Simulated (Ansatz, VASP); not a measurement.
Two plane-wave programs on Nb

```
CELL_PARAMETERS angstrom
-1.66395 1.66395 1.66395
1.66395 -1.66395 1.66395
1.66395 1.66395 -1.66395
ATOMIC_POSITIONS crystal
Nb 0.00000 0.00000 0.00000
```

Alike in both runs: task relaxation of cell and atoms; functional r2SCAN; dispersion rVV10; k mesh 13 × 13 × 13; no spin polarisation.

|  | VASP | Ansatz |
| --- | --- | --- |
| version | VASP 6.6.1 | Ansatz 0.2.0 |
| potentials or method | VASP PAW PBE potentials, release 64 (Nb_sv), cutoff 550 eV | plane waves, PAW |
| occupations | fermi-dirac, width 0.1 eV | fermi-dirac |
| valence electrons in the cell | 13 | 13 |

VASP gave:

```
relaxed volume (Å³/atom)                                     : 17.87
relaxed cell length with the largest relative difference (Å) : 2.853
```

Q: Which values does Ansatz return?

A: Relaxed volume (Å³/atom): 17.86; relaxed cell length with the largest relative difference (Å): 2.852.

VASP's potentials were made for PBE, not for r2SCAN.
